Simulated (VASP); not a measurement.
TaN:

```
Ta N
1.0
     2.93800    0.00000    0.00000
    -1.46900    2.54438    0.00000
     0.00000    0.00000    2.88300
Ta N
1 1
Direct
  0.33333 0.66667 0.50000
  0.00000 0.00000 0.00000
```

- Program: VASP 6.6.1
- Task: relaxation of cell and atoms
- Functional: PBE
- Potentials or basis: VASP PAW PBE potentials, release 64 (Ta_pv, N)
- Cutoff: 600 eV
- k mesh: 10 × 10 × 9
- Occupations: fermi-dirac, width 0.05 eV
- Spin: no spin polarisation
- Hubbard terms: Ta d U = 1.0 eV

At the start: pressure 8.4 GPa; volume 10.78 Å³/atom.

Task: Where does the relaxation end?

Result: Over 5 steps the energy falls by 6.7 meV/atom and the volume is 11.04 Å³/atom (+2.4 %); space group P-6m2 (No. 187, to 0.05 Å).

Step by step:
| step | energy change (eV) | largest force (eV/Å) | pressure (GPa) | volume (Å³) |
| --- | --- | --- | --- | --- |
| 1 | 0.0000 | 0.0000 | 8.41 | 21.55 |
| 2 | 0.0588 | 0.0000 | -16.81 | 23.36 |
| 3 | -0.0134 | 0.0000 | -0.15 | 22.08 |
| 4 | -0.0134 | 0.0000 | 0.01 | 22.07 |
| 5 | -0.0134 | 0.0000 | -0.01 | 22.07 |

Final structure:
```
Ta N
1.0
     2.96080    0.00000    0.00000
    -1.48040    2.56413    0.00000
     0.00000    0.00000    2.90750
Ta N
1 1
Direct
  0.33333 0.66667 0.50000
  0.00000 0.00000 0.00000
```

Caveat: U without spin polarisation on a metal has little footing.
